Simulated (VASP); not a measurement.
# PbSe (rock salt type) (Fm-3m) in VASP: further runs

Runs on PbSe (rock salt type). Level: HSE06. Tasks: single point.

Everything below comes from runs of VASP 6.6.1. Logs are shortened: lines on timing, memory, paths and dates and some standing lists are left out, and cuts for length are marked.

### Step 1. The cell of the first run

Symmetry: Fm-3m, No. 225, cubic system. Conventional cell: a = 6.040 Å, b = 6.040 Å, c = 6.040 Å, α = 90.00°, β = 90.00°, γ = 90.00°. Within 4.0 Å of Pb (site symmetry m-3m) lie 6 Se at 3.02 Å. Within 4.0 Å of Se (site symmetry m-3m) lie 6 Pb at 3.02 Å.

### Step 2. Single point, HSE06

The input, POSCAR:

```
PbSe
1.0
    0.0000000000      3.0198883054      3.0198883054
    3.0198883054      0.0000000000      3.0198883054
    3.0198883054      3.0198883054      0.0000000000
Pb Se
1 1
Direct
    0.0000000000      0.0000000000      0.0000000000
    0.5000000000      0.5000000000      0.5000000000
```

The input, INCAR.step1:

```
PREC = Accurate ; ENCUT = 520
EDIFF = 1E-5 ; ISMEAR = -1
SIGMA = 0.05 ; LREAL = False
LASPH = True ; NELM = 80
ALGO = Normal ; ISIF = 2
LWAVE = True ; GGA = PE
NBANDS = 17
```

The input, INCAR.step2:

```
PREC = Accurate ; ENCUT = 520
EDIFF = 1E-6 ; ISMEAR = -1
SIGMA = 0.05 ; LREAL = False
LASPH = True ; NELM = 80
ALGO = Normal ; ISIF = 2
LWAVE = False ; LCHARG = True
GGA = PE ; LHFCALC = True
HFSCREEN = 0.2079 ; PRECFOCK = Normal
LELF = True ; LVHAR = True
ISTART = 1 ; NBANDS = 17
```

The input, KPOINTS:

```
regular mesh
0
Gamma
  4 4 4
```

Potentials or basis: VASP PAW PBE potentials, release 64 (Pb_d, Se).

Run with:

```sh
cat potpaw_PBE.64/Pb_d/POTCAR potpaw_PBE.64/Se/POTCAR > POTCAR
cp INCAR.step1 INCAR
mpirun -np 1 vasp_std > vasp.out
cp INCAR.step2 INCAR
mpirun -np 1 vasp_std > vasp.out
```

OUTCAR:

```text
PREC = Accurate
   ENCUT = 520
   EDIFF = 1E-6
   ISMEAR = -1
   LREAL = False
   LASPH = True
   NELM = 80
   ISIF = 2
   GGA = PE
   LHFCALC = True
   HFSCREEN = 0.2079
   PRECFOCK = Normal
   ISTART = 1

 ion  position               nearest neighbor table
   1  0.000  0.000  0.000-   2 3.02   2 3.02   2 3.02   2 3.02   2 3.02   2 3.02
   2  0.500  0.500  0.500-   1 3.02   1 3.02   1 3.02   1 3.02   1 3.02   1 3.02

  LATTYP: Found a face centered cubic cell.
 ALAT       =     6.0397766108

  Lattice vectors:

 A1 = (   0.0000000000,   3.0198883054,   3.0198883054)
 A2 = (   3.0198883054,   0.0000000000,   3.0198883054)
 A3 = (   3.0198883054,   3.0198883054,   0.0000000000)

Analysis of symmetry for initial positions (statically):
=====================================================================
 Subroutine PRICEL returns:
 Original cell was already a primitive cell.

 Routine SETGRP: Setting up the symmetry group for a
 face centered cubic supercell.

 Subroutine GETGRP returns: Found 48 space group operations
 (whereof 48 operations were pure point group operations)
 out of a pool of 48 trial point group operations.

The static configuration has the point symmetry O_h .

Analysis of symmetry for dynamics (positions and initial velocities):
=====================================================================
 Subroutine PRICEL returns:
 Original cell was already a primitive cell.

 Routine SETGRP: Setting up the symmetry group for a
 face centered cubic supercell.

 Subroutine GETGRP returns: Found 48 space group operations
 (whereof 48 operations were pure point group operations)
 out of a pool of 48 trial point group operations.

The dynamic configuration has the point symmetry O_h .

 Subroutine INISYM returns: Found 48 space group operations
 (whereof 48 operations are pure point group operations),
 and found     1 'primitive' translations

----------------------------------------------------------------------------------------

                                     Primitive cell

  volume of cell :      55.0811

  direct lattice vectors                    reciprocal lattice vectors
     0.000000000  3.019888305  3.019888305    -0.165569037  0.165569037  0.165569037
     3.019888305  0.000000000  3.019888305     0.165569037 -0.165569037  0.165569037
     3.019888305  3.019888305  0.000000000     0.165569037  0.165569037 -0.165569037

  length of vectors
     4.270766998  4.270766998  4.270766998     0.286773985  0.286773985  0.286773985

  position of ions in fractional coordinates (direct lattice)
     0.000000000  0.000000000  0.000000000
     0.500000000  0.500000000  0.500000000

  ion indices of the primitive-cell ions
   primitive index   ion index
                 1           1
                 2           2

----------------------------------------------------------------------------------------

 KPOINTS: regular mesh

Automatic generation of k-mesh.
 Grid dimensions read from file:
 generate k-points for:    4    4    4

 Generating k-lattice:

  Cartesian coordinates                     Fractional coordinates (reciprocal lattice)
    -0.041392259  0.041392259  0.041392259     0.250000000  0.000000000  0.000000000
     0.041392259 -0.041392259  0.041392259     0.000000000  0.250000000  0.000000000
     0.041392259  0.041392259 -0.041392259     0.000000000  0.000000000  0.250000000

  Length of vectors
     0.071693496  0.071693496  0.071693496

  Shift w.r.t. Gamma in fractional coordinates (k-lattice)
     0.000000000  0.000000000  0.000000000

 Subroutine IBZKPT returns following result:
 ===========================================

 Found      8 irreducible k-points:

 Following reciprocal coordinates:
            Coordinates               Weight
  0.000000  0.000000  0.000000      1.000000
  0.250000  0.000000  0.000000      8.000000
  0.500000  0.000000  0.000000      4.000000
  0.250000  0.250000  0.000000      6.000000
  0.500000  0.250000  0.000000     24.000000
 -0.250000  0.250000  0.000000     12.000000
  0.500000  0.500000  0.000000      3.000000
 -0.250000  0.500000  0.250000      6.000000
   k-points           NKPTS =      8   k-points in BZ     NKDIM =     64   number of bands    NBANDS=     17
   number of dos      NEDOS =    301   number of ions     NIONS =      2
   total plane-waves  NPLWV =  32768
   dimension x,y,z NGX =    32 NGY =   32 NGZ =   32
   dimension x,y,z NGXF=    64 NGYF=   64 NGZF=   64
   ions per type =               1   1
   NGX,Y,Z   is equivalent  to a cutoff of  12.46, 12.46, 12.46 a.u.
   NGXF,Y,Z  is equivalent  to a cutoff of  24.91, 24.91, 24.91 a.u.
 SYSTEM =  unknown system
   PREC   = accura    normal or accurate (medium, high low for compatibility)
   ISTART =      1    job   : 0-new  1-cont  2-samecut
   ICHARG =      0    charge: 1-file 2-atom 10-const
   ISPIN  =      1    spin polarized calculation?
   LNONCOLLINEAR =      F non collinear calculations
   LSORBIT =      F    spin-orbit coupling
   LASPH  =      T    aspherical Exc in radial PAW
   ENCUT  =  520.0 eV  38.22 Ry    6.18 a.u.   7.94  7.94  7.94*2*pi/ulx,y,z
   NELM   =     80;   NELMIN=  2; NELMDL=  0     # of ELM steps
   EDIFF  = 0.1E-05   stopping-criterion for ELM
   LREAL  =      F    real-space projection
   EDIFFG = 0.1E-04   stopping-criterion for IOM
   NSW    =      0    number of steps for IOM
   IBRION =     -1    ionic relax: 0-MD 1-quasi-New 2-CG
   NFREE  =      0    steps in history (QN), initial steepest desc. (CG)
   ISIF   =      2    stress and relaxation
   ISYM   =      3    0-nonsym 1-usesym 2-fastsym
   POTIM  = 0.5000    time-step for ionic-motion
   TEBEG  =    0.0;   TEEND  =   0.0 temperature during run
   PSTRESS=    0.0 pullay stress
   NELECT =      20.0000    total number of electrons
   NUPDOWN=      -1.0000    fix difference up-down
   EMIN   =  10.00;   EMAX   =-10.00  energy-range for DOS
   EFERMI =   0.00;   METHOD = LEGACY
   ISMEAR =    -1;   SIGMA  =   0.05  broadening in eV -4-tet -1-fermi 0-gaus
   EFERMI_NEDOS =   21; number of points for ismear=-14 and -15
   IALGO  =     38    algorithm
   IMIX   =      1    mixing-type and parameters
     AMIX     =   0.40;   BMIX     =  1.00
     AMIX_MAG =   1.60;   BMIX_MAG =  1.00
  volume/ion in A,a.u.               =      27.54       185.85
  Fermi-wavevector in a.u.,A,eV,Ry     =   1.167931  2.207070 18.559210  1.364063
  Thomas-Fermi vector in A             =   2.304425
   LORBIT       =      0    0 simple, 1 ext, 2 COOP (PROOUT), +10 PAW based schemes
   GGA     = PE    functional components
   LHFCALC =     T    Hartree Fock is set to
   PRECFOCK=normal    Normal, Fast or Accurate (Low or Medium for compatibility)
   ENCUT4O =  -1.0   cutoff for four orbital integrals eV
   NKREDX  =     1    reduce k-point grid by
   NKREDY  =     1    reduce k-point grid by
   NKREDZ  =     1    reduce k-point grid by
   AEXX    =    0.2500 exact exchange contribution
   HFSCREEN=    0.2079 screening length (either q_TF or 0.3 A-1)
   HFSCREENC=   0.2079 screening length for correlation (either q_TF or 0.3 A-1)
   ENCUTFOCK=  -1.0 apply spherical cutoff to Coloumb kernel
   IVDW    =     0    specifies the selected vdW correction
   LEPSILON=     F    determine dielectric tensor
   LRPA    =     F    only Hartree local field effects (RPA)
 non-spin polarized calculation
  energy-cutoff  :      520.00
  volume of cell :       55.08
 maximum number of plane-waves:      1524
  NGX = 24; NGY = 24; NGZ = 24

 number of electron      20.0000005 magnetization

 Free energy of the ion-electron system (eV)
  ---------------------------------------------------
  ext. energy  EPLUGINS =         0.00000000
  ---------------------------------------------------
  free energy    TOTEN  =        -9.68621994 eV

  energy without entropy =       -9.68586584  energy(sigma->0) =       -9.68604289

 E-fermi :   5.6246     XC(G=0):  -8.0789

 val. band max:        5.3535971288   @ k =   0.5000   0.0000   0.0000
 cond. band min:       5.8955084507   @ k =   0.5000   0.0000   0.0000
 fundamental gap:      0.5419113219
 Fermi energy:         5.6245527907

 k-point     1 :       0.0000    0.0000    0.0000
  band No.  band energies     occupation
      1     -13.4054      2.00000
      2     -13.4054      2.00000
      3     -13.3958      2.00000
      4     -13.3958      2.00000
      5     -13.3958      2.00000
      6     -10.1238      2.00000
[... 9 lines left out ...]
     16      12.3573      0.00000
     17      14.0078      0.00000

 k-point     2 :       0.2500    0.0000    0.0000
  band No.  band energies     occupation
      1     -13.4214      2.00000
      2     -13.4214      2.00000
      3     -13.3945      2.00000
      4     -13.3779      2.00000
      5     -13.3779      2.00000
      6      -9.5976      2.00000
[... 9 lines left out ...]
     16      13.6879      0.00000
     17      17.5352      0.00000

 k-point     3 :       0.5000    0.0000    0.0000
  band No.  band energies     occupation
      1     -13.4385      2.00000
      2     -13.4385      2.00000
      3     -13.3943      2.00000
      4     -13.3588      2.00000
      5     -13.3588      2.00000
      6      -8.8432      2.00000
[... 9 lines left out ...]
     16      16.3155      0.00000
     17      16.4571      0.00000

 k-point     4 :       0.2500    0.2500    0.0000
  band No.  band energies     occupation
      1     -13.4719      2.00000
      2     -13.4065      2.00000
      3     -13.3945      2.00000
      4     -13.3707      2.00000
      5     -13.3707      2.00000
      6      -9.3929      2.00000
[... 9 lines left out ...]
     16      15.7814      0.00000
     17      15.7815      0.00000

 k-point     5 :       0.5000    0.2500    0.0000
  band No.  band energies     occupation
      1     -13.5059      2.00000
      2     -13.4094      2.00000
      3     -13.3977      2.00000
      4     -13.3633      2.00000
      5     -13.3530      2.00000
      6      -8.6169      2.00000
[... 9 lines left out ...]
     16      16.8975      0.00000
     17      17.6212      0.00000

 k-point     6 :      -0.2500    0.2500    0.0000
  band No.  band energies     occupation
      1     -13.4578      2.00000
      2     -13.4283      2.00000
      3     -13.3841      2.00000
      4     -13.3723      2.00000
      5     -13.3684      2.00000
      6      -8.8959      2.00000
[... 9 lines left out ...]
     16      15.6983      0.00000
     17      16.6308      0.00000

 k-point     7 :       0.5000    0.5000    0.0000
  band No.  band energies     occupation
      1     -13.5770      2.00000
      2     -13.4173      2.00000
      3     -13.3836      2.00000
      4     -13.3437      2.00000
      5     -13.3437      2.00000
      6      -8.3545      2.00000
[... 9 lines left out ...]
     16      18.2217      0.00000
     17      18.9440      0.00000

 k-point     8 :      -0.2500    0.5000    0.2500
  band No.  band energies     occupation
      1     -13.5296      2.00000
      2     -13.4102      2.00000
      3     -13.3819      2.00000
      4     -13.3819      2.00000
      5     -13.3437      2.00000
      6      -8.3261      2.00000
[... 9 lines left out ...]
     16      18.2416      0.00000
     17      18.9593      0.00000

------------------------ aborting loop because EDIFF is reached ----------------------------------------

  FORCE on cell =-STRESS in cart. coord.  units (eV):
  Direction    XX          YY          ZZ          XY          YZ          ZX
  --------------------------------------------------------------------------------------
  -------------------------------------------------------------------------------------
  Total        1.2762520      1.2762520      1.2762520      0.0000000      0.0000000     -0.0000000
  in kB       37.1231123     37.1231123     37.1231123      0.0000000      0.0000000     -0.0000000
  external PRESSURE =      37.1231123 kB  Pullay stress =       0.0000000 kB

 VOLUME and BASIS-vectors are now :
 -----------------------------------------------------------------------------
  energy-cutoff  :      520.00
  volume of cell :       55.08
      direct lattice vectors                 reciprocal lattice vectors
     0.000000000  3.019888305  3.019888305    -0.165569037  0.165569037  0.165569037
     3.019888305  0.000000000  3.019888305     0.165569037 -0.165569037  0.165569037
     3.019888305  3.019888305  0.000000000     0.165569037  0.165569037 -0.165569037

 POSITION                                       TOTAL-FORCE (eV/Angst)
 -----------------------------------------------------------------------------------
      0.00000      0.00000      0.00000         0.000000     -0.000000     -0.000000
      3.01989      3.01989      3.01989        -0.000000      0.000000      0.000000
 -----------------------------------------------------------------------------------
    total drift:                               -0.000002     -0.000004     -0.000002

  FREE ENERGIE OF THE ION-ELECTRON SYSTEM (eV)
  ---------------------------------------------------
  free  energy   TOTEN  =        -9.6862199358 eV

  energy  without entropy=       -9.6858658377  energy(sigma->0) =       -9.68604289
```

It took 19 min on 1 thread of Intel Xeon 8259CL, shared host; peak memory 0.29 GiB.

What came out:

```
Free energy            : -9.6862 eV
Pressure               : 3.7 GPa
Band gap on the k mesh : 0.54 eV
```

Caveat: the k points lie up to 0.45 Å⁻¹ apart; the PAW data sets were made with another functional, which shifts forces and pressure a little; spin-orbit coupling is left out, which moves the levels of the heavy elements. A k mesh can miss the band edges.

### Step 3. Single point, HSE06

POSCAR is that of step 2.

The input, INCAR.step1:

```
SYSTEM = PbSe
PREC = Accurate ; ENCUT = 520
EDIFF = 1E-5 ; ISMEAR = -1
SIGMA = 0.05 ; LREAL = .False.
LASPH = .True. ; NELM = 80
ALGO = Normal ; ISIF = 2
LWAVE = .True. ; NBANDS = 17
GGA = PE
```

The input, INCAR.step2:

```
SYSTEM = PbSe
PREC = Accurate ; ENCUT = 520
EDIFF = 1E-7 ; ISMEAR = -1
SIGMA = 0.05 ; LREAL = .False.
LASPH = .True. ; NELM = 80
ALGO = Normal ; ISIF = 2
LWAVE = .False. ; LCHARG = .True.
GGA = PE ; LHFCALC = .True.
HFSCREEN = 0.2079 ; PRECFOCK = Normal
LELF = .True. ; LVHAR = .True.
NBANDS = 17 ; ISTART = 1
```

The input, KPOINTS:

```
Automatic mesh
0
Gamma
  4 4 4
  0 0 0
```

Potentials or basis: VASP PAW PBE potentials, release 64 (Pb_d, Se).

Run with:

```sh
cat potpaw_PBE.64/Pb_d/POTCAR potpaw_PBE.64/Se/POTCAR > POTCAR
cp INCAR.step1 INCAR
mpirun -np 1 vasp_std > vasp.out
cp INCAR.step2 INCAR
mpirun -np 1 vasp_std > vasp.out
```

Run time: 20 min. Hardware: 1 thread of Intel Xeon 8259CL, shared host; peak memory 0.29 GiB.

Results (log left out):

- Free energy: -9.6862 eV
- Pressure: 3.7 GPa
- Band gap on the k mesh: 0.54 eV

Levels at points of the mesh, in eV from the valence-band top:
| k point | band 7 | band 8 | band 9 | band 10 | band 11 | band 12 | band 13 | band 14 |
| --- | --- | --- | --- | --- | --- | --- | --- | --- |
| (0.00, 0.00, 0.00) | -6.63 | -2.46 | -2.46 | -2.46 | 5.52 | 5.52 | 5.52 | 7.00 |
| (0.50, 0.00, 0.00) | -9.94 | -2.00 | -2.00 | 0.00 | 0.54 | 2.01 | 2.01 | 9.32 |
| (0.50, 0.50, 0.00) | -8.04 | -6.04 | -4.01 | -4.01 | 3.91 | 6.57 | 6.57 | 7.05 |

Caveat: the k points lie up to 0.45 Å⁻¹ apart; the PAW data sets were made with another functional, which shifts forces and pressure a little; spin-orbit coupling is left out, which moves the levels of the heavy elements.

(Continued in part 2 of 2.)
